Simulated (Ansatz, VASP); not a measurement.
# Two plane-wave programs on BAs

```
B As
1.0
     0.00000    2.40462    2.40462
     2.40462    0.00000    2.40462
     2.40462    2.40462    0.00000
B As
1 1
Cartesian
  0.0000 0.0000 0.0000
  1.2023 1.2023 1.2023
```

Alike in both runs: functional PBE; k mesh 10 × 10 × 10; occupations gaussian, width 0.02 eV; no spin polarisation.

Ansatz relaxed the structure, and its values are those at the end. VASP's run is a single point on that final structure, the one shown.

|  | VASP | Ansatz |
| --- | --- | --- |
| version | VASP 6.6.1 | Ansatz 0.2.0 |
| potentials or method | VASP PAW PBE potentials, release 64 (B, As), cutoff 500 eV | scalar-relativistic, plane waves, PAW |
| valence electrons in the cell | 8 | 18 |

VASP gave:

```
gap on the k mesh at the Fermi level (eV) : 1.20
least direct gap on the mesh (eV)         : 3.25
pressure (GPa)                            : 0.6
```

Task: What did Ansatz give for the same quantities?

Result: gap on the k mesh at the Fermi level (eV): 1.20; least direct gap on the mesh (eV): 3.25; pressure (GPa): 0.0.

The functional is the same, so the differences come from potentials, cutoffs and numerics. VASP's potentials hold 8 valence electrons a cell and Ansatz's 18, so a difference there can come from the potentials and not from the codes.
